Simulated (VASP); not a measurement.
# Zr10HN8 (P1) in VASP: a series of runs

Runs on Zr10HN8. Level: PBEsol. Tasks: single point.

Everything below comes from runs of VASP 6.6.1. Logs are shortened: lines on timing, memory, paths and dates and some standing lists are left out, and cuts for length are marked.

### 1 The cell of the first run

The typed cell holds 38 atoms: a = 8.753 Å, b = 7.363 Å, c = 8.755 Å, α = 90.04°, β = 114.49°, γ = 90.00°.

### 2 Single point, PBEsol

Contents of INCAR:

```
PREC = Accurate ; ENCUT = 520
EDIFF = 1E-6 ; ISMEAR = -1
SIGMA = 0.05 ; LREAL = Auto
LASPH = True ; NELM = 100
ALGO = Normal ; ISIF = 2
LWAVE = False ; LCHARG = True
GGA = PS ; LELF = True
LVHAR = True ; NBANDS = 186
```

Contents of KPOINTS:

```
regular mesh
0
Gamma
  1 1 1
```

Contents of POSCAR:

```
Zr10HN8
1.0
   -6.6977900000     -5.6346540000      0.0000000000
    4.7397470000     -5.6346540000      0.0000000000
    2.7740180000      2.3410460000      7.9673260000
Zr H N
20 2 16
Direct
    0.0566116003      0.6800593562      0.9302619223
    0.6581522452      0.6031340176      0.8392025129
    0.3425927892      0.3812231562      0.1881434248
    0.9249098654      0.3054530806      0.0545352355
    0.1602076021      0.6204660426      0.3361855659
    0.7543101769      0.4996652785      0.2547655261
    0.9342511027      0.8257440794      0.5640913903
    0.0546617057      0.2001533045      0.4426202718
    0.2513988802      0.5145468851      0.7472896176
    0.8558835335      0.3740509256      0.6863406870
    0.5754707574      0.1972862546      0.9418090838
    0.1710357918      0.0993592332      0.8597363783
    0.8029417551      0.8882394138      0.1350766870
    0.4452627644      0.7912613794      0.0603088163
    0.6686445007      0.1029643802      0.3440552075
    0.2478963280      1.0241345466      0.2544391933
    0.4624010012      0.3059286827      0.5348343974
    0.5438592208      0.6937891162      0.4107651676
    0.7585590949     -0.0106954619      0.7594266885
    0.3286948817      0.9006163330      0.6554520300
    0.0425606108      0.4542397253      0.4976826604
    0.5315270205     -0.0159609283      0.5322990424
    0.7180091893      0.2921752885      0.8113638127
    0.0852566715      0.4155277799      0.8854790177
    0.2869822634      0.6974759281      0.1961009252
    0.9001698105      0.6006432378      0.0937453796
    0.0680389057      0.8775920854      0.4052049584
    0.2160883870      0.3220999558      0.3349806447
    0.9133646183      0.1295424486      0.5908130281
    0.8177845619      0.6866691055      0.6952771858
    0.2060595418      0.8010516812      0.8135351811
    0.5723062675      0.8892019901      0.8961350395
    0.8076188835      0.1813894240      0.1896244738
    0.4074453475      0.0870617183      0.0902059235
    0.6106393478      0.4151952529      0.4249480943
    0.7060102110      0.7871819095      0.2945781307
    0.3938309794      0.6046654110      0.5897712733
    0.2998351639      0.2339100416      0.6903194372
```

Potentials or basis: VASP PAW PBE potentials, release 64 (Zr_sv, H, N).

On the command line:

```console
$ cat potpaw_PBE.64/Zr_sv/POTCAR potpaw_PBE.64/H/POTCAR potpaw_PBE.64/N/POTCAR > POTCAR
$ mpirun -np 1 vasp_gam > vasp.out
```

OUTCAR:

```text
PREC = Accurate
   ENCUT = 520
   EDIFF = 1E-6
   ISMEAR = -1
   LREAL = Auto
   LASPH = True
   NELM = 100
   ISIF = 2
   GGA = PS

 ion  position               nearest neighbor table
   1  0.057  0.680  0.930-  24 2.02  31 2.16  30 2.24  25 2.37  26 2.43   9 3.04  10 3.10   7 3.12
                            14 3.21   2 3.29   5 3.31  19 3.32   4 3.34  12 3.38   3 3.39  16 3.65
   2  0.658  0.603  0.839-  30 2.32  26 2.35  32 2.36  23 2.38  37 2.44  10 3.09  19 3.14  13 3.16
                             4 3.19  11 3.29   1 3.29  17 3.32   9 3.37  20 3.44   6 3.46  14 3.48
   3  0.343  0.381  0.188-  28 2.06  25 2.39  35 2.41  34 2.48  24 2.69  17 2.83  16 2.89   5 3.01
                            18 3.06  15 3.31  12 3.35   4 3.39   1 3.39  14 3.47   6 3.51   9 3.73
   4  0.925  0.305  0.055-  33 2.07  23 2.15  26 2.22  24 2.56  28 2.71  11 2.91  10 3.07   6 3.08
                             2 3.19   8 3.20  19 3.33   1 3.34  16 3.35   5 3.39   3 3.39  13 3.42
   5  0.160  0.620  0.336-  25 2.05  27 2.24  28 2.25  37 2.32  26 2.39   3 3.01  18 3.19  16 3.22
                            20 3.29   1 3.31   4 3.39  17 3.40   6 3.44   9 3.44   8 3.47  13 3.49
   6  0.754  0.500  0.255-  36 2.21  26 2.38  35 2.40  33 2.50  18 3.06   4 3.08  13 3.14  15 3.19
                             8 3.30  14 3.32  11 3.37   5 3.44   2 3.46   7 3.47   3 3.51  10 3.63
   7  0.934  0.826  0.564-  30 2.09  27 2.19  29 2.26  36 2.39  31 2.48  19 2.99  15 3.09   1 3.12
                            20 3.25  12 3.26  18 3.26   8 3.28   9 3.44   6 3.47  13 3.47  10 3.65
   8  0.055  0.200  0.443-  21 1.95  28 2.19  29 2.19  38 2.35  33 2.37  27 2.41  16 3.09   4 3.20
                            15 3.20  20 3.22   7 3.28   6 3.30  17 3.41   9 3.41  12 3.44   5 3.47
   9  0.251  0.515  0.747-  38 2.21  21 2.24  31 2.27  37 2.31  24 2.36   1 3.04  20 3.10  14 3.27
[... 8 lines left out ...]
                             6 3.14   2 3.16  19 3.24   4 3.42   7 3.47   5 3.49   8 3.53   1 3.71
  14  0.445  0.791  0.060-  34 2.23  32 2.27  25 2.28  31 2.30  36 2.35  18 2.91  13 3.01   1 3.21
                            12 3.24   9 3.27   6 3.32  15 3.35  16 3.35  20 3.36   3 3.47   2 3.48
  15  0.669  0.103  0.344-  33 2.24  29 2.34  36 2.41  34 2.44  35 2.52  13 3.00   7 3.09   6 3.19
                             8 3.20  17 3.28   3 3.31  18 3.34  11 3.34  14 3.35  10 3.40  16 3.48
  16  0.248  0.024  0.254-  28 2.36  34 2.43  25 2.51  27 2.67   3 2.89   8 3.09  17 3.17   5 3.22
                            12 3.28  14 3.35   4 3.35  18 3.40  20 3.41  15 3.48   1 3.65  13 3.73
  17  0.462  0.306  0.535-  35 2.07  28 2.14  37 2.38  38 2.40  23 2.53   3 2.83  16 3.17  10 3.18
                            18 3.24  15 3.28   2 3.32  11 3.38   5 3.40   8 3.41  19 3.44   9 3.47
  18  0.544  0.694  0.411-  35 2.12  36 2.17  25 2.25  37 2.51  30 2.65  14 2.91   3 3.06   6 3.06
                             5 3.19  17 3.24   7 3.26  15 3.34  16 3.40   2 3.52  19 3.58  10 3.66
  19  0.759  0.989  0.759-  22 2.15  23 2.33  30 2.41  32 2.50  29 2.60   7 2.99  11 3.10  10 3.10
                             2 3.14  13 3.24   1 3.32   4 3.33  17 3.44  12 3.44  15 3.49  20 3.55
  20  0.329  0.901  0.655-  31 2.20  32 2.30  37 2.38  27 2.43  38 2.50  12 3.05   9 3.10   8 3.22
                             7 3.25   5 3.29  11 3.35  14 3.36  16 3.41   2 3.44  17 3.52  19 3.55
  21  0.043  0.454  0.498-   8 1.95   9 2.24
  22  0.532  0.984  0.532-  19 2.15
  23  0.718  0.292  0.811-  10 2.03  11 2.13   4 2.15  19 2.33   2 2.38  17 2.53
  24  0.085  0.416  0.885-   1 2.02  10 2.06   9 2.36  12 2.48   4 2.56   3 2.69
  25  0.287  0.697  0.196-   5 2.05  18 2.25  14 2.28   1 2.37   3 2.39  16 2.51
[... 228 lines left out ...]
   LHFCALC =     F    Hartree Fock is set to
   AEXX    =    0.0000 exact exchange contribution
   IVDW    =     0    specifies the selected vdW correction
   LEPSILON=     F    determine dielectric tensor
   LRPA    =     F    only Hartree local field effects (RPA)
 non-spin polarized calculation
  energy-cutoff  :      520.00
  volume of cell :      513.47
 maximum number of plane-waves:      6944
 NGX is ok and might be reduce to    70
   NGX = 33   NGY = 27   NGZ = 33

 number of electron     322.0000001 magnetization

 Free energy of the ion-electron system (eV)
  ---------------------------------------------------
  ext. energy  EPLUGINS =         0.00000000
  ---------------------------------------------------
  free energy    TOTEN  =      -381.11224455 eV

  energy without entropy =     -380.96496386  energy(sigma->0) =     -381.03860420

 E-fermi :  10.1129     XC(G=0): -12.0298

 val. band max:       10.0654984714   @ k =   0.0000   0.0000   0.0000
 cond. band min:      10.1536285762   @ k =   0.0000   0.0000   0.0000
 fundamental gap:      0.0881301047
 Fermi energy:        10.1129232153

 k-point     1 :       0.0000    0.0000    0.0000
  band No.  band energies     occupation
      1     -39.0909      2.00000
      2     -39.0202      2.00000
      3     -39.0009      2.00000
      4     -38.9891      2.00000
      5     -38.9598      2.00000
      6     -38.9178      2.00000
[... 165 lines left out ...]
    172      11.4879      0.00000
    173      11.5410      0.00000
 [bands above 173 left out]

------------------------ aborting loop because EDIFF is reached ----------------------------------------

  FORCE on cell =-STRESS in cart. coord.  units (eV):
  Direction    XX          YY          ZZ          XY          YZ          ZX
  --------------------------------------------------------------------------------------
  -------------------------------------------------------------------------------------
  Total      -31.6469892    -18.1765286    -18.7158563     16.5084370      8.2040268      8.7525277
  in kB      -98.7485276    -56.7164675    -58.3993390     51.5114988     25.5991354     27.3106302
  external PRESSURE =     -71.2881114 kB  Pullay stress =       0.0000000 kB

 VOLUME and BASIS-vectors are now :
 -----------------------------------------------------------------------------
  energy-cutoff  :      520.00
  volume of cell :      513.47
      direct lattice vectors                 reciprocal lattice vectors
    -6.697790000 -5.634654000  0.000000000    -0.087431411 -0.073545380  0.052051269
     4.739747000 -5.634654000  0.000000000     0.087431411 -0.103927807  0.000095825
     2.774018000  2.341046000  7.967326000     0.000000000  0.000000000  0.125512625

 POSITION                                       TOTAL-FORCE (eV/Angst)
 -----------------------------------------------------------------------------------
      5.42470     -1.97310      7.41170         2.096369     -0.652908      2.347779
      0.77850     -5.14230      6.68620         0.620350     -0.667889     -0.420301
      0.03420     -3.63800      1.49900        -2.142542     -2.586821     -2.972362
     -4.59580     -6.80500      0.43450        -1.951784     -2.803756      0.871209
      2.80040     -3.61180      2.67850         1.490509      1.310787      0.513738
     -1.97720     -6.46930      2.02980        -0.148092      0.854304     -0.386062
[... 30 lines left out ...]
      1.86420     -4.24550      4.69890        -0.553462     -0.631537     -0.032208
      1.01540     -1.39140      5.50000        -0.961474      1.989075      1.067169
 -----------------------------------------------------------------------------------
    total drift:                                0.000674      0.005299      0.002381

  FREE ENERGIE OF THE ION-ELECTRON SYSTEM (eV)
  ---------------------------------------------------
  free  energy   TOTEN  =      -381.1122445519 eV

  energy  without entropy=     -380.9649638552  energy(sigma->0) =     -381.03860420
```

OSZICAR:

```text
N       E                     dE             d eps       ncg     rms          rms(c)
DAV:   1     0.497660926142E+04    0.49766E+04   -0.19533E+05   388   0.187E+03
DAV:   2     0.223020094201E+03   -0.47536E+04   -0.46105E+04   486   0.576E+02
DAV:   3    -0.388112703824E+03   -0.61113E+03   -0.59834E+03   510   0.186E+02
DAV:   4    -0.431982985834E+03   -0.43870E+02   -0.43214E+02   536   0.455E+01
DAV:   5    -0.435953063220E+03   -0.39701E+01   -0.39518E+01   584   0.107E+01    0.916E+01
DAV:   6    -0.383085422176E+03    0.52868E+02   -0.37308E+02   424   0.382E+01    0.409E+01
DAV:   7    -0.381441720015E+03    0.16437E+01   -0.46000E+01   464   0.136E+01    0.218E+01
DAV:   8    -0.381407109414E+03    0.34611E-01   -0.71215E+00   472   0.688E+00    0.446E+00
DAV:   9    -0.381170312944E+03    0.23680E+00   -0.31858E+00   456   0.475E+00    0.256E+00
DAV:  10    -0.381120008481E+03    0.50304E-01   -0.68558E-01   488   0.235E+00    0.164E+00
DAV:  11    -0.381113729160E+03    0.62793E-02   -0.12726E-01   472   0.120E+00    0.689E-01
DAV:  12    -0.381112229648E+03    0.14995E-02   -0.29460E-02   480   0.532E-01    0.214E-01
DAV:  13    -0.381112374915E+03   -0.14527E-03   -0.41166E-03   504   0.182E-01    0.944E-02
DAV:  14    -0.381112276239E+03    0.98676E-04   -0.52780E-04   496   0.695E-02    0.536E-02
DAV:  15    -0.381112248626E+03    0.27613E-04   -0.16433E-04   456   0.366E-02    0.245E-02
DAV:  16    -0.381112242532E+03    0.60938E-05   -0.28490E-05   512   0.166E-02    0.100E-02
DAV:  17    -0.381112244101E+03   -0.15690E-05   -0.68090E-06   360   0.744E-03    0.428E-03
DAV:  18    -0.381112244552E+03   -0.45056E-06   -0.10716E-06   248   0.398E-03
   1 F= -.38111224E+03 E0= -.38103860E+03  d E =-.147281E+00
```

It took 6.2 min on 1 thread of Intel Xeon Platinum 8259CL at 2.50GHz (Skylake/Cascade Lake), shared host; peak memory 0.58 GiB.

What came out:

```
Free energy   : -381.1122 eV
Pressure      : -7.1 GPa
Largest force : 4.703 eV/Å
```

Forces in eV/Å, atoms in the order of the input:
```
Zr   2.096 -0.653  2.348
Zr   0.620 -0.668 -0.420
Zr  -2.143 -2.587 -2.972
Zr  -1.952 -2.804  0.871
Zr   1.491  1.311  0.514
Zr  -0.148  0.854 -0.386
Zr  -0.985 -0.987 -0.863
Zr  -0.896 -0.020  0.521
Zr  -1.811  0.572 -0.364
Zr  -0.402 -1.438 -3.421
Zr   1.540  2.422 -0.388
Zr   0.494 -1.018 -0.233
Zr  -3.044 -1.628 -0.101
Zr   0.912 -0.121 -0.692
Zr   1.197  0.655 -0.041
Zr  -1.115  1.358 -0.665
Zr   1.325  2.420  3.808
Zr   1.196  0.282  3.510
Zr   0.636  0.202 -1.027
Zr  -0.750 -1.476 -0.470
H    1.434 -0.683  0.267
H    0.228  0.013 -0.184
N    1.282  0.887 -0.886
N   -1.780  0.598  1.821
N   -0.547 -0.426 -0.692
N   -0.356 -0.248  0.106
N   -0.293 -1.636  0.371
N    0.841  1.463 -1.424
N   -0.730  1.856  0.784
N    1.282  1.562  0.537
N    0.629 -0.346 -1.087
N   -0.506 -0.939 -0.298
N    1.549  0.818  1.034
N    0.550 -0.360  0.211
N   -1.469 -0.505 -1.920
N    1.141 -0.086  0.797
N   -0.553 -0.632 -0.032
N   -0.961  1.989  1.067
```

Stress tensor (GPa, compression positive):
```
-9.87  5.15  2.73
 5.15 -5.67  2.56
 2.73  2.56 -5.84
```

Caveat: the k points lie up to 0.85 Å⁻¹ apart; the PAW data sets were made with another functional, which shifts forces and pressure a little.

(Continued in part 2 of 2.)
